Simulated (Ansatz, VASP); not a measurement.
Hf in VASP and in Ansatz

Contents of INCAR:

```
PREC = Accurate
ENCUT = 520
EDIFF = 1E-6
ISMEAR = -1
SIGMA = 0.05
LREAL = F
LASPH = T
NELM = 100
ALGO = Fast
ISIF = 2
LWAVE = F
LCHARG = T
LELF = T
LVHAR = T
NBANDS = 11
```

KPOINTS

```
Automatic mesh
0
Gamma
  10 10 10
```

The input POSCAR:

```
Hf
1.0
    0.0000000000      2.1746811613      2.1746811613
    2.1746811613      0.0000000000      2.1746811613
    2.1746811613      2.1746811613      0.0000000000
Hf
1
Direct
    0.0000000000      0.0000000000      0.0000000000
```

input.yaml

```yaml
crystal:
  lattice:
    - [0.0, 2.1746811613, 2.1746811613]
    - [2.1746811613, 0.0, 2.1746811613]
    - [2.1746811613, 2.1746811613, 0.0]
  atoms:
    - { symbol: Hf, position: [0.0, 0.0, 0.0] }
kpoints:
  mp_grid: { grid: [10, 10, 10] }
scf:
  occupations: { method: fermi_dirac, width: 0.05 }
hamiltonian:
  xc: lda
  pseudopotentials: { kind: all_electron, lapw: { basis_error: 0.001 } }
output:
  forces: true
  stress: true
  eigenvalues: true
```

Change from the starting cell: volume scaled by 0.94.

Alike in both runs: task single point; functional LDA; k mesh 10 × 10 × 10; occupations fermi-dirac, width 0.05 eV; no spin polarisation.

```csv
,VASP,Ansatz
version,VASP 6.6.1,Ansatz 0.2.0
potentials or method,"VASP PAW LDA potentials, release 64 (Hf_pv), cutoff 520 eV","all-electron LAPW, scalar-relativistic"
```

|  | VASP | Ansatz | Ansatz less VASP |
| --- | --- | --- | --- |
| gap on the k mesh at the Fermi level (eV) | none | none | - |
| pressure (GPa) | 1.2 | 1.2 | -0.03 |

LDA's correlation is that of Perdew and Zunger in VASP and of Perdew and Wang (1992) in Ansatz. A gap of «none» marks a metal or a gap that the smearing closes. Ansatz ran all-electron here, and VASP with PAW potentials.

Neither program's run includes spin-orbit coupling.
